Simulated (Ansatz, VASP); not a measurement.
# As2Se in VASP and in Ansatz

```
As Se
1.0
     3.82838    0.00000    0.00000
    -1.91419    3.31548    0.00000
     0.00000    0.00000   16.37975
As Se
6 3
Cartesian
  0.0000 0.0000 10.5709
  1.9142 1.1052 9.2878
  0.0000 0.0000 5.8088
  0.0000 2.2103 7.0920
  1.9142 1.1052 14.6283
  0.0000 2.2103 1.7515
  0.0000 2.2103 13.1722
  1.9142 1.1052 3.2076
  0.0000 0.0000 0.0000
```

Alike in both runs: functional PBE; k mesh 5 × 5 × 1; occupations gaussian, width 0.2 eV; no spin polarisation.

Ansatz relaxed the structure, and its values are those at the end. VASP's run is a single point on that final structure, the one shown.

|  | VASP | Ansatz |
| --- | --- | --- |
| version | VASP 6.6.1 | Ansatz 0.2.0 |
| potentials or method | VASP PAW PBE potentials, release 64 (As, Se), cutoff 520 eV | scalar-relativistic, plane waves, PAW |
| valence electrons in the cell | 48 | 138 |

```tsv
	VASP	Ansatz	Ansatz less VASP
gap on the k mesh at the Fermi level (eV)	0.48	0.49	+0.008
least direct gap on the mesh (eV)	0.48	0.49	+0.008
pressure (GPa)	0.0	-0.2	-0.15
rms of the force components (eV/Å)	0.016	0.011	-0.0057
```

VASP's potentials hold 48 valence electrons a cell and Ansatz's 138, so a difference there can come from the potentials and not from the codes.
